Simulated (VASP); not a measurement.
Runs of VASP 6.6.1 on Mg. The structure is that of space group Fm-3m (No. 225), or close to it. The cells are those of the table. 

| task | cell | k mesh | gap on the mesh (eV) | pressure (GPa) |
| --- | --- | --- | --- | --- |
| single point | a = 2.648 Å, angles 60.0°, 1 atom | 18 × 18 × 18 | none | 52.9 |
| relaxation of cell and atoms | relaxed to 53 GPa from a = 2.646 Å, angles 60.0°, 1 atom | 18 × 18 × 18 | none | 53.0 |
| single point | a = 2.646 Å, angles 60.0°, 1 atom | 18 × 18 × 18 | none | (a) |
| single point | a = 3.134 Å, angles 60.0°, 1 atom | 15 × 15 × 15 | none | -0.3 |

Alike in all rows: level LDA; potentials or basis VASP PAW LDA potentials, release 64 (Mg); no spin polarisation; cutoff (eV) 600; smearing fermi-dirac 0.08 eV.

**Question.** Fill in the values left out.

**Answer.** (a) 53.3.

Caveats: the cell is relaxed towards a set pressure, so the enthalpy falls and the energy may rise (some runs).

A gap of «none» marks levels without a gap at the run's occupations.
